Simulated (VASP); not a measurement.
## ZnSnP2: single point with PBE

The system is ZnSnP2.

```
Zn P Sn
1.0
    -2.85117    2.85117    5.71736
     2.85117   -2.85117    5.71736
     2.85117    2.85117   -5.71736
Zn P Sn
2 4 2
Direct
  0.00000 0.00000 0.00000
  0.75000 0.25000 0.50000
  0.37500 0.35280 0.47780
  0.10280 0.62500 0.97780
  0.87500 0.89720 0.52220
  0.64720 0.12500 0.02220
  0.50000 0.50000 0.00000
  0.25000 0.75000 0.50000
```

| Item | Value |
| --- | --- |
| Program | VASP 6.6.1 |
| Task | single point |
| Functional | PBE |
| Potentials or basis | VASP PAW PBE potentials, release 64 (Zn, P, Sn_d) |
| Cutoff | 500 eV |
| k mesh | 6 × 6 × 6 |
| Occupations | fermi-dirac, width 0.02 eV |
| Spin | no spin polarisation |
| Dipole correction | no |
| Further INCAR settings | ALGO = Normal; EDIFF = 1e-06; NBANDS = 46 |

* Pressure: 0.0 GPa
* Largest force: 0.023 eV/Å
* Band gap on the k mesh: 0.69 eV

Forces on the atoms (eV/Å):
```
Zn   0.000  0.000  0.000
Zn   0.000  0.000  0.000
P    0.023  0.000  0.000
P    0.000  0.023  0.000
P   -0.023  0.000  0.000
P    0.000 -0.023  0.000
Sn   0.000  0.000  0.000
Sn   0.000  0.000  0.000
```

Levels at points of the mesh, in eV from the valence-band top:
```csv
k point,band 32,band 33,band 34,band 35,band 36,band 37,band 38,band 39,band 40,band 41
"(0.00, 0.00, 0.00)",-2.40,-2.40,0.00,0.00,0.00,0.69,1.47,1.63,3.35,3.35
"(0.50, 0.00, 0.00)",-2.33,-2.16,-1.80,-1.40,-0.93,2.39,2.56,2.78,3.70,3.71
"(0.50, 0.50, 0.00)",-1.50,-1.04,-1.04,-0.76,-0.76,1.06,1.06,2.85,2.85,4.22
"(0.50, 0.50, 0.50)",-2.53,-1.63,-1.63,-1.30,-1.30,1.38,1.38,1.46,1.46,2.32
```

It took 5.1 min on 1 thread of Intel(R) Xeon(R) Platinum 8488C (Sapphire Rapids), on a shared host, peak memory 0.52 GiB.

Caveat: spin-orbit coupling is left out, which moves the levels of the heavy elements. A k mesh can miss the band edges.
